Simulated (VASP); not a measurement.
# Sb in VASP: a series of runs

The runs below take Sb through single point, relaxation of cell and atoms, with PBE.

Everything below comes from runs of VASP 6.6.1. Logs are shortened: lines on timing, memory, paths and dates and some standing lists are left out, and cuts for length are marked.

### 1 The cell of the first run

The typed cell holds 5 atoms: a = 4.083 Å, b = 4.993 Å, c = 6.430 Å, α = 75.12°, β = 71.57°, γ = 89.90°.

The cell was built from a structure type or drawn by symmetry, and may not be a known phase.

### 2 Single point, PBE

The input, INCAR:

```
ALGO = Normal
EDIFF = 1E-6
ENCUT = 520
GGA = PE
ISIF = 2
ISMEAR = 0
LASPH = T
LCHARG = T
LELF = T
LREAL = F
LVHAR = T
LWAVE = F
NBANDS = 20
NELM = 100
PREC = Accurate
SIGMA = 0.1
```

The input, KPOINTS:

```
k-points
0
Gamma
  4 4 4
```

The input, POSCAR:

```
Sb
1.0
    4.0829594500      0.0000000000      0.0000000000
    0.0085950200      4.9933443000      0.0000000000
    2.0324651700      1.6476208300      5.8734933900
Sb
5
Direct
    0.8888540300      0.6072760200      0.7080580000
    0.2926819900      0.2066040000      0.8889120200
    0.7073180100      0.7933960000      0.1110879800
    0.1111459700      0.3927239800      0.2919420000
    0.5000000000      0.0000000000      0.5000000000
```

Potentials or basis: VASP PAW PBE potentials, release 64 (Sb).

Started as:

```console
$ cat potpaw_PBE.64/Sb/POTCAR > POTCAR
$ mpirun -np 1 vasp_std > vasp.out
```

OUTCAR:

```text
EDIFF = 1E-6
   ENCUT = 520
   GGA = PE
   ISIF = 2
   ISMEAR = 0
   LASPH = T
   LREAL = F
   NELM = 100
   PREC = Accurate

 ion  position               nearest neighbor table
   1  0.889  0.607  0.708-   2 2.84   5 2.85   3 2.85   2 2.88   5 2.90   4 3.01
   2  0.293  0.207  0.889-   5 2.83   1 2.84   4 2.85   1 2.88   3 2.89   3 3.03
   3  0.707  0.793  0.111-   5 2.83   4 2.84   1 2.85   4 2.88   2 2.89   2 3.03
   4  0.111  0.393  0.292-   3 2.84   5 2.85   2 2.85   3 2.88   5 2.90   1 3.01
   5  0.500  0.000  0.500-   2 2.83   3 2.83   1 2.85   4 2.85   4 2.90   1 2.90

  LATTYP: Found a triclinic cell.
 ALAT       =     4.0829594500
 B/A-ratio  =     3.5296986398
 C/A-ratio  =     1.5810991953
 COS(alpha) =     0.0001835160
 COS(beta)  =     0.6338027991
 COS(gamma) =     0.7064574670

  Lattice vectors:

 A1 = (  -4.0829594500,   0.0000000000,   0.0000000000)
 A2 = ( -10.1811940300,   8.3390677700,  -5.8734933900)
 A3 = (  -4.0915544700,  -4.9933443000,   0.0000000000)

Analysis of symmetry for initial positions (statically):
=====================================================================
 Subroutine PRICEL returns:
 Original cell was already a primitive cell.

 Routine SETGRP: Setting up the symmetry group for a
 triclinic supercell.

 Subroutine GETGRP returns: Found  2 space group operations
 (whereof  2 operations were pure point group operations)
 out of a pool of  2 trial point group operations.

The static configuration has the point symmetry S_2 .

Analysis of symmetry for dynamics (positions and initial velocities):
=====================================================================
 Subroutine PRICEL returns:
 Original cell was already a primitive cell.

 Routine SETGRP: Setting up the symmetry group for a
 triclinic supercell.

 Subroutine GETGRP returns: Found  2 space group operations
 (whereof  2 operations were pure point group operations)
 out of a pool of  2 trial point group operations.

The dynamic configuration has the point symmetry S_2 .

 Subroutine INISYM returns: Found  2 space group operations
 (whereof  2 operations are pure point group operations),
 and found     1 'primitive' translations

----------------------------------------------------------------------------------------

                                     Primitive cell

  volume of cell :     119.7466

  direct lattice vectors                    reciprocal lattice vectors
     4.082959450  0.000000000  0.000000000     0.244920385 -0.000421580 -0.084634052
     0.008595020  4.993344300  0.000000000     0.000000000  0.200266583 -0.056178388
     2.032465170  1.647620830  5.873493390     0.000000000  0.000000000  0.170256427

  length of vectors
     4.082959450  4.993351697  6.429890642     0.259131425  0.207996912  0.170256427

  position of ions in fractional coordinates (direct lattice)
     0.888854030  0.607276020  0.708058000
     0.292681990  0.206604000  0.888912020
     0.707318010  0.793396000  0.111087980
     0.111145970  0.392723980  0.291942000
     0.500000000  0.000000000  0.500000000

  ion indices of the primitive-cell ions
   primitive index   ion index
                 1           1
                 2           2
                 3           3
                 4           4
                 5           5

----------------------------------------------------------------------------------------

 KPOINTS: k-points

Automatic generation of k-mesh.
 Grid dimensions read from file:
 generate k-points for:    4    4    4

 Generating k-lattice:

  Cartesian coordinates                     Fractional coordinates (reciprocal lattice)
     0.061230096 -0.000105395 -0.021158513     0.250000000  0.000000000 -0.000000000
     0.000000000  0.050066646 -0.014044597     0.000000000  0.250000000  0.000000000
     0.000000000  0.000000000  0.042564107     0.000000000  0.000000000  0.250000000

  Length of vectors
     0.064782856  0.051999228  0.042564107

  Shift w.r.t. Gamma in fractional coordinates (k-lattice)
     0.000000000  0.000000000  0.000000000

 Subroutine IBZKPT returns following result:
 ===========================================

 Found     36 irreducible k-points:

 Following reciprocal coordinates:
            Coordinates               Weight
  0.000000  0.000000  0.000000      1.000000
  0.250000  0.000000 -0.000000      2.000000
  0.500000  0.000000 -0.000000      1.000000
  0.000000  0.250000  0.000000      2.000000
  0.250000  0.250000 -0.000000      2.000000
  0.500000  0.250000 -0.000000      2.000000
[... 16 lines left out ...]
  0.000000 -0.250000  0.250000      2.000000
  0.250000 -0.250000  0.250000      2.000000
 [... further k-points ...]
   k-points           NKPTS =     36   k-points in BZ     NKDIM =     36   number of bands    NBANDS=     20
   number of dos      NEDOS =    301   number of ions     NIONS =      5
   total plane-waves  NPLWV =  57600
   dimension x,y,z NGX =    30 NGY =   40 NGZ =   48
   dimension x,y,z NGXF=    60 NGYF=   80 NGZF=   96
   ions per type =               5
   NGX,Y,Z   is equivalent  to a cutoff of  12.22, 13.32, 12.41 a.u.
   NGXF,Y,Z  is equivalent  to a cutoff of  24.43, 26.63, 24.82 a.u.
 SYSTEM =  unknown system
   PREC   = accura    normal or accurate (medium, high low for compatibility)
   ISTART =      0    job   : 0-new  1-cont  2-samecut
   ICHARG =      2    charge: 1-file 2-atom 10-const
   ISPIN  =      1    spin polarized calculation?
   LNONCOLLINEAR =      F non collinear calculations
   LSORBIT =      F    spin-orbit coupling
   LASPH  =      T    aspherical Exc in radial PAW
   ENCUT  =  520.0 eV  38.22 Ry    6.18 a.u.   7.59  9.28 11.96*2*pi/ulx,y,z
   NELM   =    100;   NELMIN=  2; NELMDL= -5     # of ELM steps
   EDIFF  = 0.1E-05   stopping-criterion for ELM
   LREAL  =      F    real-space projection
   EDIFFG = 0.1E-04   stopping-criterion for IOM
   NSW    =      0    number of steps for IOM
   IBRION =     -1    ionic relax: 0-MD 1-quasi-New 2-CG
   NFREE  =      0    steps in history (QN), initial steepest desc. (CG)
   ISIF   =      2    stress and relaxation
   ISYM   =      2    0-nonsym 1-usesym 2-fastsym
   POTIM  = 0.5000    time-step for ionic-motion
   TEBEG  =    0.0;   TEEND  =   0.0 temperature during run
   PSTRESS=    0.0 pullay stress
   NELECT =      25.0000    total number of electrons
   NUPDOWN=      -1.0000    fix difference up-down
   EMIN   =  10.00;   EMAX   =-10.00  energy-range for DOS
   EFERMI =   0.00;   METHOD = LEGACY
   ISMEAR =     0;   SIGMA  =   0.10  broadening in eV -4-tet -1-fermi 0-gaus
   EFERMI_NEDOS =   21; number of points for ismear=-14 and -15
   IALGO  =     38    algorithm
   IMIX   =      4    mixing-type and parameters
     AMIX     =   0.40;   BMIX     =  1.00
     AMIX_MAG =   1.60;   BMIX_MAG =  1.00
  volume/ion in A,a.u.               =      23.95       161.62
  Fermi-wavevector in a.u.,A,eV,Ry     =   0.971182  1.835267 12.832931  0.943194
  Thomas-Fermi vector in A             =   2.101378
   LORBIT       =      0    0 simple, 1 ext, 2 COOP (PROOUT), +10 PAW based schemes
   GGA     = PE    functional components
   LHFCALC =     F    Hartree Fock is set to
   AEXX    =    0.0000 exact exchange contribution
   IVDW    =     0    specifies the selected vdW correction
   LEPSILON=     F    determine dielectric tensor
   LRPA    =     F    only Hartree local field effects (RPA)
 non-spin polarized calculation
 Gauss-broadening in eV      SIGMA  =   0.10
  energy-cutoff  :      520.00
  volume of cell :      119.75
 maximum number of plane-waves:      3258
   NGX = 15   NGY = 19   NGZ = 23

 number of electron      25.0000000 magnetization

 Free energy of the ion-electron system (eV)
  ---------------------------------------------------
  ext. energy  EPLUGINS =         0.00000000
  ---------------------------------------------------
  free energy    TOTEN  =       -18.87092617 eV

  energy without entropy =      -18.85780741  energy(sigma->0) =      -18.86436679

 E-fermi :  10.5606     XC(G=0): -10.5916

 val. band max:       10.5383986464   @ k =   0.2500   0.2500   0.5000
 cond. band min:      10.5800055945   @ k =   0.5000   0.2500   0.5000
 fundamental gap:      0.0416069481
 Fermi energy:        10.5605819819

 k-point     1 :       0.0000    0.0000    0.0000
  band No.  band energies     occupation
      1      -4.1149      2.00000
      2      -0.1407      2.00000
      3       0.1424      2.00000
      4       1.8692      2.00000
      5       2.0952      2.00000
      6       5.2682      2.00000
[... 12 lines left out ...]
     19      14.0507      0.00000
     20      14.0991      0.00000

 k-point     2 :       0.2500    0.0000   -0.0000
  band No.  band energies     occupation
      1      -3.4900      2.00000
      2      -0.3683      2.00000
      3       0.9587      2.00000
      4       1.3911      2.00000
      5       1.5472      2.00000
      6       4.9808      2.00000
[... 12 lines left out ...]
     19      14.4738      0.00000
     20      15.2263      0.00000

 k-point     3 :       0.5000    0.0000   -0.0000
  band No.  band energies     occupation
      1      -1.6666      2.00000
      2      -1.6583      2.00000
      3       0.3414      2.00000
      4       0.3606      2.00000
      5       2.8683      2.00000
      6       5.3538      2.00000
[... 12 lines left out ...]
     19      14.9583      0.00000
     20      14.9745      0.00000

 k-point     4 :       0.0000    0.2500    0.0000
  band No.  band energies     occupation
      1      -3.7112      2.00000
      2      -0.6724      2.00000
      3      -0.4834      2.00000
      4       1.2161      2.00000
      5       3.4853      2.00000
      6       4.0801      2.00000
[... 12 lines left out ...]
     19      14.0643      0.00000
     20      14.6684      0.00000

 k-point     5 :       0.2500    0.2500   -0.0000
  band No.  band energies     occupation
      1      -3.0156      2.00000
      2      -0.6903      2.00000
      3      -0.3181      2.00000
      4       1.3989      2.00000
      5       2.5275      2.00000
      6       4.7058      2.00000
[... 12 lines left out ...]
     19      14.6577      0.00000
     20      15.1633      0.00000

 k-point     6 :       0.5000    0.2500   -0.0000
  band No.  band energies     occupation
      1      -1.4327      2.00000
      2      -1.2732      2.00000
      3       0.2912      2.00000
      4       0.4085      2.00000
      5       1.9802      2.00000
      6       3.9847      2.00000
[... 12 lines left out ...]
     19      15.1550      0.00000
     20      16.0879      0.00000

 k-point     7 :      -0.2500    0.2500    0.0000
  band No.  band energies     occupation
      1      -3.1759      2.00000
      2      -0.1683      2.00000
      3       0.3501      2.00000
      4       0.6482      2.00000
      5       2.2834      2.00000
      6       3.9490      2.00000
[... 12 lines left out ...]
     19      14.9790      0.00000
     20      15.1729      0.00000
[... 277 lines left out ...]
 k-point    20 :       0.2500    0.5000    0.2500
  band No.  band energies     occupation
      1      -2.1034      2.00000
      2      -1.7849      2.00000
      3      -0.3560      2.00000
      4       1.4351      2.00000
      5       2.7921      2.00000
      6       3.8414      2.00000
[... 12 lines left out ...]
     19      15.2544      0.00000
     20      15.3846      0.00000

 k-point    21 :       0.5000    0.5000    0.2500
  band No.  band energies     occupation
      1      -0.8631      2.00000
      2      -0.7366      2.00000
      3      -0.1314      2.00000
      4       0.1463      2.00000
      5       1.5131      2.00000
      6       3.4499      2.00000
[... 12 lines left out ...]
     19      15.5571      0.00000
     20      15.9911      0.00000

 k-point    22 :      -0.2500    0.5000    0.2500
  band No.  band energies     occupation
      1      -1.9079      2.00000
      2      -1.2070      2.00000
      3      -1.0500      2.00000
      4       0.1682      2.00000
      5       3.9103      2.00000
      6       4.3349      2.00000
[... 12 lines left out ...]
     19      15.6081      0.00000
     20      16.1483      0.00000

 k-point    23 :       0.0000   -0.2500    0.2500
  band No.  band energies     occupation
      1      -3.2645      2.00000
      2      -1.9068      2.00000
      3      -0.7667      2.00000
      4       2.7040      2.00000
      5       3.3966      2.00000
      6       5.1636      2.00000
[... 12 lines left out ...]
     19      14.6657      0.00000
     20      15.1498      0.00000

 k-point    24 :       0.2500   -0.2500    0.2500
  band No.  band energies     occupation
      1      -3.0064      2.00000
      2      -0.7175      2.00000
      3      -0.3142      2.00000
      4       1.3868      2.00000
      5       2.5523      2.00000
      6       4.7227      2.00000
[... 12 lines left out ...]
     19      14.7285      0.00000
     20      15.0406      0.00000

 [... further k-points ...]
[... 5 lines left out ...]
  --------------------------------------------------------------------------------------
  -------------------------------------------------------------------------------------
  Total       16.4492622     15.2632036     15.7590529     -0.3599552      0.5845569      0.2636125
  in kB      220.0867725    204.2176225    210.8519547     -4.8161053      7.8212163      3.5270655
  external PRESSURE =     211.7187832 kB  Pullay stress =       0.0000000 kB

 VOLUME and BASIS-vectors are now :
 -----------------------------------------------------------------------------
  energy-cutoff  :      520.00
  volume of cell :      119.75
      direct lattice vectors                 reciprocal lattice vectors
     4.082959450  0.000000000  0.000000000     0.244920385 -0.000421580 -0.084634052
     0.008595020  4.993344300  0.000000000     0.000000000  0.200266583 -0.056178388
     2.032465170  1.647620830  5.873493390     0.000000000  0.000000000  0.170256427

 POSITION                                       TOTAL-FORCE (eV/Angst)
 -----------------------------------------------------------------------------------
      5.07348      4.19895      4.15877         0.098310     -0.342391     -0.438425
      3.00347      2.49623      5.22102         0.433590     -0.213517      0.395444
      3.12055      4.14473      0.65247        -0.433590      0.213517     -0.395444
      1.05054      2.44202      1.71472        -0.098310      0.342391      0.438425
      3.05771      0.82381      2.93675         0.000000      0.000000      0.000000
 -----------------------------------------------------------------------------------
    total drift:                               -0.000000     -0.000000     -0.000000

  FREE ENERGIE OF THE ION-ELECTRON SYSTEM (eV)
  ---------------------------------------------------
  free  energy   TOTEN  =       -18.8709261669 eV

  energy  without entropy=      -18.8578074127  energy(sigma->0) =      -18.86436679
```

It took 58 s on 1 thread of Intel Xeon 6975P-C (Granite Rapids), shared host; peak memory 0.25 GiB.

Results:

* Free energy: -18.8709 eV
* Pressure: 21.2 GPa
* Largest force: 0.624 eV/Å
* Band gap on the k mesh: zero (an odd number of electrons rules out a gap without spin polarisation)

Forces in eV/Å, atoms in the order of the input:
```
Sb   0.098 -0.342 -0.438
Sb   0.434 -0.214  0.395
Sb  -0.434  0.214 -0.395
Sb  -0.098  0.342  0.438
Sb   0.000  0.000  0.000
```

Caveat: the k points lie up to 0.41 Å⁻¹ apart, too coarse for converged energies and pressures of a metal; spin-orbit coupling is left out, which moves the levels of the heavy elements.

### 3 Single point, PBE

This run uses another cell than the first one: it holds 8 atoms, not 5.

The input, INCAR:

```
PREC = Accurate
ENCUT = 520
EDIFF = 1E-6
ISMEAR = 0
SIGMA = 0.2
LREAL = False
LASPH = True
NELM = 80
ALGO = Normal
ISIF = 2
LWAVE = False
LCHARG = False
GGA = PE
NBANDS = 30
```

The input, KPOINTS:

```
regular mesh
0
Gamma
  4 4 4
```

The input, POSCAR:

```
Sb
1.0
    0.0000000000      0.0000000000      6.2185477729
    4.3965819482     -4.3986858299      0.0000000000
    4.3965819482      4.3986858299      0.0000000000
Sb
8
Direct
    0.0000000000      0.0000000000      0.0000000000
    0.5000000000      1.0000000000      1.0000000000
    1.0000000000      0.0000000000      0.5000000000
    0.5000000000      0.0000000000      0.5000000000
    0.0000000000      0.5000000000      0.0000000000
    0.5000000000      0.5000000000      0.0000000000
    1.0000000000      0.5000000000      0.5000000000
    0.5000000000      0.5000000000      0.5000000000
```

Potentials or basis: VASP PAW PBE potentials, release 64 (Sb).

Started as:

```console
$ cat potpaw_PBE.64/Sb/POTCAR > POTCAR
$ mpirun -np 1 vasp_std > vasp.out
```

Wall time 64 s (1 thread of Intel Xeon 6975P-C (Granite Rapids), shared host); peak memory 0.37 GiB.

Results (log left out):

* Free energy: -32.6716 eV
* Pressure: 0.2 GPa
* Band gap on the k mesh: zero (bands 20 and 21 overlap by 0.74 eV)

Levels at points of the mesh, in eV from the Fermi level:
```csv
k point,band 18,band 19,band 20,band 21,band 22,band 23
"(0.00, 0.00, 0.00)",-1.56,-1.56,-1.56,2.25,2.26,2.26
"(0.50, 0.00, 0.00)",-1.91,0.25,0.25,0.25,0.25,2.44
"(0.00, 0.50, 0.00)",-1.91,0.25,0.25,0.25,0.25,2.44
"(0.50, 0.50, 0.00)",-0.86,-0.86,-0.86,0.68,0.68,0.68
"(0.00, 0.50, 0.50)",-0.87,-0.86,-0.86,0.68,0.68,0.68
"(0.50, 0.50, 0.50)",-0.49,-0.49,-0.49,-0.49,-0.49,-0.49
```

Caveat: spin-orbit coupling is left out, which moves the levels of the heavy elements.

### 4 Single point, PBE

This run uses another cell than the first one, of 29.84 Å³/atom.

The input, INCAR:

```
SYSTEM = Sb
PREC     = Accurate       ! precision mode
ENCUT    = 520            ! plane-wave cutoff, eV
EDIFF    = 1E-6           ! SCF threshold, eV
ISMEAR   = 0              ! smearing method
SIGMA    = 0.1            ! smearing width, eV
LREAL    = .FALSE.        ! projectors in reciprocal space
LASPH    = .TRUE.         ! aspherical terms in the spheres
NELM     = 60             ! most SCF steps
ALGO     = Normal         ! electronic algorithm
ISIF     = 2              ! what is computed and relaxed
LWAVE    = .FALSE.        ! write WAVECAR
LCHARG   = .FALSE.        ! write CHGCAR
GGA      = PE             ! functional
NBANDS   = 20             ! bands
```

The input, KPOINTS:

```
Automatic mesh
0
G
  4 4 4
  0 0 0
```

The input, POSCAR:

```
Sb
1.0
    4.4290534150     -0.0038153669      0.0047065237
    0.0046574948      5.3493317826      0.0528532078
    2.2099789064      1.8253447536      6.3173739223
Sb
5
Direct
    0.8999737458      0.6000151952      0.6999949660
    0.3000027564      0.2000033228      0.9000008025
    0.6999972436      0.7999966772      0.0999991975
    0.1000262542      0.3999848048      0.3000050340
    0.5000000000      0.0000000000      0.5000000000
```

Started as:

```console
$ cat potpaw_PBE.64/Sb/POTCAR > POTCAR
$ mpirun -np 1 vasp_std > vasp.out
```

It took 43 s on 1 thread of Intel Xeon 6975P-C (Granite Rapids), shared host; peak memory 0.28 GiB.

Results (log left out):

- Free energy: -20.5427 eV
- Pressure: 0.0 GPa
- Band gap on the k mesh: zero (an odd number of electrons rules out a gap without spin polarisation)

Stress tensor (GPa, compression positive):
```
-0.03  0.00  0.00
 0.00  0.04 -0.08
 0.00 -0.08 -0.01
```

Levels at points of the mesh, in eV from the Fermi level:
```
           k point  band 10  band 11  band 12  band 13  band 14  band 15
(0.00, 0.00, 0.00)    -2.38    -2.38     1.16     1.16     1.80     1.80
(0.50, 0.00, 0.00)    -2.36    -2.36    -1.17    -1.17     0.63     0.63
(0.00, 0.50, 0.00)    -1.83    -0.38    -0.38    -0.05    -0.05     0.62
(0.50, 0.50, 0.00)    -3.24    -0.66    -0.66     1.09     1.09     2.35
(0.00, 0.00, 0.50)    -0.64    -0.64    -0.58    -0.57     0.24     0.24
(0.50, 0.00, 0.50)    -2.36    -2.36    -1.17    -1.17     0.63     0.63
(0.00, 0.50, 0.50)    -1.81    -1.66    -1.66    -1.66    -1.54     2.82
(0.50, 0.50, 0.50)    -3.24    -0.66    -0.66     1.10     1.10     2.35
```

Caveat: the k points lie up to 0.38 Å⁻¹ apart, too coarse for converged energies and pressures of a metal; spin-orbit coupling is left out, which moves the levels of the heavy elements.

(Part 1 of 2 ends here.)
